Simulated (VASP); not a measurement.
# C (R-3m) in VASP: relaxation of cell and atoms with PBEsol

Aim: the relaxation of cell and atoms of C with PBEsol.

Program: VASP 6.6.1. These are calculated values, not measurements. Logs are shortened: lines on timing, memory, paths and dates and some standing lists are left out, and cuts for length are marked.

**1. The cell of the first run**

Symmetry: R-3m, No. 166, trigonal system. The conventional cell has a = 2.456 Å, b = 2.456 Å, c = 10.041 Å, α = 90.00°, β = 90.00°, γ = 120.00°. C (site symmetry 3m) has 3 C at 1.42 Å within 1.9 Å.

**2. Relaxation of cell and atoms, PBEsol**

INCAR

```
SYSTEM = C
ALGO = Normal
EDIFF = 1E-6
EDIFFG = -0.002
ENCUT = 600
GGA = PS
IBRION = 2
ISIF = 3
ISMEAR = -1
LASPH = .True.
LCHARG = .False.
LREAL = .False.
LWAVE = .False.
NELM = 60
NSW = 100
PREC = Accurate
SIGMA = 0.05
```

KPOINTS

```
k-points
0
Gamma
  22 22 22
  0 0 0
```

POSCAR

```
C
1.0
    1.2280287114      0.7090027071      3.3470114498
   -1.2280287114      0.7090027071      3.3470114498
    0.0000000000     -1.4180054142      3.3470114498
C
2
Direct
    0.8360000000      0.8360000000      0.8360000000
    0.1640000000      0.1640000000      0.1640000000
```

Potentials or basis: VASP PAW PBE potentials, release 64 (C).

Command:

```console
$ cat potpaw_PBE.64/C/POTCAR > POTCAR
$ mpirun -np 1 vasp_std > vasp.out
```

OUTCAR:

```text
SYSTEM = C
   EDIFF = 1E-6
   EDIFFG = -0.002
   ENCUT = 600
   GGA = PS
   IBRION = 2
   ISIF = 3
   ISMEAR = -1
   LASPH = .True.
   LREAL = .False.
   NELM = 60
   NSW = 100
   PREC = Accurate

 ion  position               nearest neighbor table
   1  0.836  0.836  0.836-   2 1.42   2 1.42   2 1.42
   2  0.164  0.164  0.164-   1 1.42   1 1.42   1 1.42

  LATTYP: Found a trigonal (rhomboedric) cell.
 ALAT       =     3.6350000000
 COS(alpha) =     0.7717355882

  Lattice vectors:

 A1 = (   1.2280287114,   0.7090027071,   3.3470114498)
 A2 = (  -1.2280287114,   0.7090027071,   3.3470114498)
 A3 = (   0.0000000000,  -1.4180054142,   3.3470114498)

Analysis of symmetry for initial positions (statically):
=====================================================================
 Subroutine PRICEL returns:
 Original cell was already a primitive cell.

 Routine SETGRP: Setting up the symmetry group for a
 trigonal (rhombohedral) supercell.

 Subroutine GETGRP returns: Found 12 space group operations
 (whereof 12 operations were pure point group operations)
 out of a pool of 12 trial point group operations.

The static configuration has the point symmetry D_3d.

Analysis of symmetry for dynamics (positions and initial velocities):
=====================================================================
 Subroutine PRICEL returns:
 Original cell was already a primitive cell.

 Routine SETGRP: Setting up the symmetry group for a
 trigonal (rhombohedral) supercell.

 Subroutine GETGRP returns: Found 12 space group operations
 (whereof 12 operations were pure point group operations)
 out of a pool of 12 trial point group operations.

The dynamic configuration has the point symmetry D_3d.

 Subroutine INISYM returns: Found 12 space group operations
 (whereof 12 operations are pure point group operations),
 and found     1 'primitive' translations

----------------------------------------------------------------------------------------

                                     Primitive cell

  volume of cell :      17.4850

  direct lattice vectors                    reciprocal lattice vectors
     1.228028711  0.709002707  3.347011450     0.407156604  0.235071975  0.099591333
    -1.228028711  0.709002707  3.347011450    -0.407156604  0.235071975  0.099591333
     0.000000000 -1.418005414  3.347011450     0.000000000 -0.470143950  0.099591333

  length of vectors
     3.635000000  3.635000000  3.635000000     0.480576495  0.480576495  0.480576495

  position of ions in fractional coordinates (direct lattice)
     0.836000000  0.836000000  0.836000000
     0.164000000  0.164000000  0.164000000

  ion indices of the primitive-cell ions
   primitive index   ion index
                 1           1
                 2           2

----------------------------------------------------------------------------------------

 KPOINTS: k-points

Automatic generation of k-mesh.
 Grid dimensions read from file:
 generate k-points for:   22   22   22

 Generating k-lattice:

  Cartesian coordinates                     Fractional coordinates (reciprocal lattice)
     0.018507118  0.010685090  0.004526879     0.045454545 -0.000000000 -0.000000000
    -0.018507118  0.010685090  0.004526879    -0.000000000  0.045454545 -0.000000000
     0.000000000 -0.021370180  0.004526879    -0.000000000 -0.000000000  0.045454545

  Length of vectors
     0.021844386  0.021844386  0.021844386

  Shift w.r.t. Gamma in fractional coordinates (k-lattice)
     0.000000000  0.000000000  0.000000000

 Subroutine IBZKPT returns following result:
 ===========================================

 Found   1024 irreducible k-points:

 Following reciprocal coordinates:
            Coordinates               Weight
  0.000000  0.000000  0.000000      1.000000
  0.045455 -0.000000 -0.000000      6.000000
  0.090909 -0.000000 -0.000000      6.000000
  0.136364 -0.000000  0.000000      6.000000
  0.181818 -0.000000 -0.000000      6.000000
  0.227273 -0.000000  0.000000      6.000000
[... 16 lines left out ...]
  0.500000  0.045455  0.000000     12.000000
 -0.454545  0.045455  0.000000     12.000000
 [... further k-points ...]
   k-points           NKPTS =   1024   k-points in BZ     NKDIM =   1024   number of bands    NBANDS=      8
   number of dos      NEDOS =    301   number of ions     NIONS =      2
   total plane-waves  NPLWV =  27000
   dimension x,y,z NGX =    30 NGY =   30 NGZ =   30
   dimension x,y,z NGXF=    60 NGYF=   60 NGZF=   60
   ions per type =               2
   NGX,Y,Z   is equivalent  to a cutoff of  13.72, 13.72, 13.72 a.u.
   NGXF,Y,Z  is equivalent  to a cutoff of  27.44, 27.44, 27.44 a.u.
 SYSTEM =  C
   PREC   = accura    normal or accurate (medium, high low for compatibility)
   ISTART =      0    job   : 0-new  1-cont  2-samecut
   ICHARG =      2    charge: 1-file 2-atom 10-const
   ISPIN  =      1    spin polarized calculation?
   LNONCOLLINEAR =      F non collinear calculations
   LSORBIT =      F    spin-orbit coupling
   LASPH  =      T    aspherical Exc in radial PAW
   ENCUT  =  600.0 eV  44.10 Ry    6.64 a.u.   7.26  7.26  7.26*2*pi/ulx,y,z
   NELM   =     60;   NELMIN=  2; NELMDL= -5     # of ELM steps
   EDIFF  = 0.1E-05   stopping-criterion for ELM
   LREAL  =      F    real-space projection
   EDIFFG = -.2E-02   stopping-criterion for IOM
   NSW    =    100    number of steps for IOM
   IBRION =      2    ionic relax: 0-MD 1-quasi-New 2-CG
   NFREE  =      1    steps in history (QN), initial steepest desc. (CG)
   ISIF   =      3    stress and relaxation
   ISYM   =      2    0-nonsym 1-usesym 2-fastsym
   POTIM  = 0.5000    time-step for ionic-motion
   TEBEG  =    0.0;   TEEND  =   0.0 temperature during run
   PSTRESS=    0.0 pullay stress
   NELECT =       8.0000    total number of electrons
   NUPDOWN=      -1.0000    fix difference up-down
   EMIN   =  10.00;   EMAX   =-10.00  energy-range for DOS
   EFERMI =   0.00;   METHOD = LEGACY
   ISMEAR =    -1;   SIGMA  =   0.05  broadening in eV -4-tet -1-fermi 0-gaus
   EFERMI_NEDOS =   21; number of points for ismear=-14 and -15
   IALGO  =     38    algorithm
   IMIX   =      4    mixing-type and parameters
     AMIX     =   0.40;   BMIX     =  1.00
     AMIX_MAG =   1.60;   BMIX_MAG =  1.00
  volume/ion in A,a.u.               =       8.74        59.00
  Fermi-wavevector in a.u.,A,eV,Ry     =   1.261488  2.383867 21.651666  1.591353
  Thomas-Fermi vector in A             =   2.394945
   LORBIT       =      0    0 simple, 1 ext, 2 COOP (PROOUT), +10 PAW based schemes
   GGA     = PS    functional components
   LHFCALC =     F    Hartree Fock is set to
   AEXX    =    0.0000 exact exchange contribution
   IVDW    =     0    specifies the selected vdW correction
   LEPSILON=     F    determine dielectric tensor
   LRPA    =     F    only Hartree local field effects (RPA)
 conjugate gradient relaxation of ions
 non-spin polarized calculation
  energy-cutoff  :      600.00
  volume of cell :       17.48
 maximum number of plane-waves:       600
 NGX is ok and might be reduce to    30
   NGX = 15   NGY = 15   NGZ = 15

--------------------------------------- Ionic step        1  -------------------------------------------

 number of electron       8.0000000 magnetization

 Free energy of the ion-electron system (eV)
  ---------------------------------------------------
  ext. energy  EPLUGINS =         0.00000000
  ---------------------------------------------------
  free energy    TOTEN  =       -19.26580767 eV

  energy without entropy =      -19.26563633  energy(sigma->0) =      -19.26572200

------------------------ aborting loop because EDIFF is reached ----------------------------------------

  FORCE on cell =-STRESS in cart. coord.  units (eV):
  Direction    XX          YY          ZZ          XY          YZ          ZX
  --------------------------------------------------------------------------------------
  -------------------------------------------------------------------------------------
  Total        0.2015899      0.2015899      0.0657381      0.0000000     -0.0000000      0.0000000
  in kB       18.4720275     18.4720275      6.0236954      0.0000000     -0.0000000      0.0000000
  external PRESSURE =      14.3225834 kB  Pullay stress =       0.0000000 kB
[... 89 lines left out ...]
  FREE ENERGIE OF THE ION-ELECTRON SYSTEM (eV)
  ---------------------------------------------------
  free  energy   TOTEN  =       -19.2887018740 eV

  energy  without entropy=      -19.2885461333  energy(sigma->0) =      -19.28862400

[... ionic steps 4 to 11 ...]

--------------------------------------- Ionic step       12  -------------------------------------------

 number of electron       8.0000000 magnetization

------------------------ aborting loop because EDIFF is reached ----------------------------------------

  FORCE on cell =-STRESS in cart. coord.  units (eV):
  Direction    XX          YY          ZZ          XY          YZ          ZX
  --------------------------------------------------------------------------------------
  -------------------------------------------------------------------------------------
  Total       -0.0242121     -0.0242121     -0.0005085      0.0000000      0.0000000     -0.0000000
  in kB       -2.0664110     -2.0664110     -0.0434007      0.0000000      0.0000000     -0.0000000
  external PRESSURE =      -1.3920743 kB  Pullay stress =       0.0000000 kB
[... 57 lines left out ...]
  energy  without entropy=      -19.2921046358  energy(sigma->0) =      -19.29212738

--------------------------------------- Ionic step       14  -------------------------------------------

 number of electron       8.0000000 magnetization

 Free energy of the ion-electron system (eV)
  ---------------------------------------------------
  ext. energy  EPLUGINS =         0.00000000
  ---------------------------------------------------
  free energy    TOTEN  =       -19.29265161 eV

  energy without entropy =      -19.29260561  energy(sigma->0) =      -19.29262861

 E-fermi :   4.1190     XC(G=0): -10.0980

 val. band max:        3.9378353655   @ k =  -0.3182   0.3182   0.0000
 cond. band min:       4.3065373299   @ k =  -0.3182   0.3182   0.0000
 fundamental gap:      0.3687019643
 Fermi energy:         4.1190311231

 k-point     1 :       0.0000    0.0000    0.0000
  band No.  band energies     occupation
      1     -15.5298      2.00000
      2      -2.8528      2.00000
      3       1.1048      2.00000
      4       1.1048      2.00000
      5       7.6709      0.00000
      6      12.4489      0.00000
      7      12.4489      0.00000
      8      15.5740      0.00000
[... 243 lines left out ...]
 k-point    24 :      -0.4545    0.0455    0.0000
  band No.  band energies     occupation
      1     -10.3459      2.00000
      2      -8.9430      2.00000
      3      -2.4549      2.00000
      4       1.9531      2.00000
      5       6.0494      0.00000
      6      11.8670      0.00000
      7      14.8866      0.00000
      8      16.5301      0.00000

 [... further k-points ...]

------------------------ aborting loop because EDIFF is reached ----------------------------------------

  FORCE on cell =-STRESS in cart. coord.  units (eV):
  Direction    XX          YY          ZZ          XY          YZ          ZX
  --------------------------------------------------------------------------------------
  -------------------------------------------------------------------------------------
  Total        0.0027246      0.0027246      0.0032175     -0.0000000      0.0000000     -0.0000000
  in kB        0.2326045      0.2326045      0.2746819     -0.0000000      0.0000000     -0.0000000
  external PRESSURE =       0.2466303 kB  Pullay stress =       0.0000000 kB
[... 17 lines left out ...]
  FREE ENERGIE OF THE ION-ELECTRON SYSTEM (eV)
  ---------------------------------------------------
  free  energy   TOTEN  =       -19.2926516064 eV

  energy  without entropy=      -19.2926056082  energy(sigma->0) =      -19.29262861

 reached required accuracy - stopping structural energy minimisation
```

Run time: 11 min. Hardware: 1 thread of Intel Xeon 6975P-C (Granite Rapids), shared host; peak memory 0.28 GiB.

What came out:

- Free energy: -19.2927 eV
- Relaxed volume: 9.38 Å³/atom
- Relaxed cell: a = 3.852 Å, b = 3.852 Å, c = 3.852 Å, α = 37.24°, β = 37.24°, γ = 37.24°
- Space group after relaxing (to 0.1 Å): R-3m (No. 166)
- Energy gained by relaxing: 13.4 meV/atom
- Ionic steps: 14
- Pressure after relaxing: 0.0 GPa

The path:
```
step  energy change (eV)  largest force (eV/Å)  pressure (GPa)  volume (Å³)
   1              0.0000                0.8673            1.43        17.48
   2             -0.0137                0.5173           -2.44        17.68
   3             -0.0229                0.0206           -0.86        17.61
   4             -0.0223                0.0520            2.87        17.50
   5             -0.0234                0.0083            0.63        17.56
   6             -0.0237                0.0099            0.51        17.62
   7             -0.0247                0.0150            0.55        17.78
   8             -0.0259                0.0264            0.41        18.10
   9             -0.0267                0.0523            0.29        18.74
  10             -0.0209                0.3009           -3.73        19.09
  11             -0.0268                0.0116           -0.16        18.77
  12             -0.0268                0.0126           -0.14        18.77
  13             -0.0263                0.0876            1.09        18.73
  14             -0.0268                0.0009            0.02        18.77
```

Final structure:
```yaml
crystal:
  lattice:
    - [1.23002, 0.71015, 3.58082]
    - [-1.23002, 0.71015, 3.58082]
    - [0.00000, -1.42031, 3.58082]
  atoms:
    - { symbol: C, position: [0.83335, 0.83335, 0.83335] }
    - { symbol: C, position: [0.16665, 0.16665, 0.16665] }
```

Caveat: this functional lacks dispersion, which binds layers or chains, so the pressure and a relaxed spacing across them are unreliable; the PAW data sets were made with another functional, which shifts forces and pressure a little. Zero-point motion and thermal expansion aren't in these numbers.
